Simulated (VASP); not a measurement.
Si2Mo, 3 atoms in the cell. The structure is tetragonal, space group I4/mmm (No. 139). Conventional cell: a = 3.190 Å, b = 3.190 Å, c = 7.822 Å, α = 90.00°, β = 90.00°, γ = 90.00°. Within 3.4 Å of Mo (site symmetry 4/mmm) lie 10 Si at 2.60 to 2.62 Å and 4 Mo at 3.19 Å. Within 3.4 Å of Si (site symmetry 4mm) lie 9 Si at 2.58 to 3.19 Å and 5 Mo at 2.60 to 2.62 Å. 

* Program: VASP 6.6.1
* Task: single point
* Functional: PBEsol
* Potentials or basis: VASP PAW PBE potentials, release 64 (Mo_sv, Si)
* Cutoff: 520 eV
* k mesh: 12 × 12 × 12
* Occupations: fermi-dirac, width 0.05 eV
* Spin: no spin polarisation
* Dipole correction: no
* Further INCAR settings: ALGO = Normal; EDIFF = 1e-07; NBANDS = 18

Potentials or basis: VASP PAW PBE potentials, release 64 (Mo_sv, Si).

Command:

```bash
$ cat potpaw_PBE.64/Mo_sv/POTCAR potpaw_PBE.64/Si/POTCAR > POTCAR
$ mpirun -np 1 vasp_std > vasp.out
```

Hardware: 1 thread of AMD EPYC 9R45 96-Core Processor (Zen 5) (shared host).

**Question.** How long does it take, and how much memory?

**Answer.** Wall time 96 s on 1 thread of AMD EPYC 9R45 96-Core Processor (Zen 5), with other jobs on the host, peak memory 0.25 GiB. Counts: scf iterations 15, k points 163.
